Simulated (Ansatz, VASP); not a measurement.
# Two plane-wave programs on Al2Pt

Contents of INCAR:

```
ALGO = Fast
EDIFF = 1E-7
ENCUT = 520
GGA = PS
ISIF = 2
ISMEAR = 0
LASPH = T
LCHARG = F
LREAL = F
LWAVE = F
NBANDS = 25
NELM = 80
PREC = Accurate
SIGMA = 0.1
```

The input KPOINTS:

```
k-points
0
Gamma
  8 8 6
```

Contents of POSCAR:

```
Al2Pt
1.0
    2.9482572945      2.9482572945      0.0000000000
   -2.9482572945      2.9482572945      0.0000000000
    0.0000000000      0.0000000000      6.1618577456
Al Pt
4 2
Direct
    0.0000000000      0.5000000000      0.7500000000
    0.5000000000      0.0000000000      0.7500000000
    0.5000000000      0.0000000000      0.2500000000
    0.0000000000      0.5000000000      0.2500000000
    0.0000000000      0.0000000000      0.0000000000
    0.5000000000      0.5000000000      0.5000000000
```

Input for Ansatz:

```yaml
crystal:
  lattice:
    - [2.9482572945, 2.9482572945, 0.0]
    - [-2.9482572945, 2.9482572945, 0.0]
    - [0.0, 0.0, 6.1618577456]
  atoms:
    - { symbol: Al, position: [0.0, 0.5, 0.75] }
    - { symbol: Al, position: [0.5, 0.0, 0.75] }
    - { symbol: Al, position: [0.5, 0.0, 0.25] }
    - { symbol: Al, position: [0.0, 0.5, 0.25] }
    - { symbol: Pt, position: [0.0, 0.0, 0.0] }
    - { symbol: Pt, position: [0.5, 0.5, 0.5] }
basis:
  ecutwfc: 420
kpoints:
  mp_grid: { grid: [8, 8, 6] }
hamiltonian:
  xc: pbesol
scf:
  occupations: { method: gaussian, width: 0.1 }
output:
  forces: true
  stress: true
  eigenvalues: true
  write_density: true
  write_potential: true
  elf: true
  volumetric_format: npy
```

Change from the starting cell: strain along c alone, the other axes held, atoms relaxed: +4.5 %.

Alike in both runs: task single point; functional PBEsol; k mesh 8 × 8 × 6; occupations gaussian, width 0.1 eV; no spin polarisation.

|  | VASP | Ansatz |
| --- | --- | --- |
| version | VASP 6.6.1 | Ansatz 0.2.0 |
| potentials or method | VASP PAW PBE potentials, release 64 (Al, Pt), cutoff 520 eV | scalar-relativistic, plane waves, PAW |
| valence electrons in the cell | 32 | 48 |

|  | VASP | Ansatz | Ansatz less VASP |
| --- | --- | --- | --- |
| gap on the k mesh at the Fermi level (eV) | none | none | - |
| pressure (GPa) | -5.6 | -5.5 | +0.07 |
| traceless stress, the component that is largest in VASP (GPa) | -1.89 | -1.88 | +0.016 |

VASP's potentials were made for PBE, not for PBEsol. A gap of «none» marks a metal or a gap that the smearing closes. With one functional, cell and mesh, what is left measures potentials, basis and numerics. VASP's potentials hold 32 valence electrons a cell and Ansatz's 48, so a difference there can come from the potentials and not from the codes.

Neither program's run includes spin-orbit coupling.
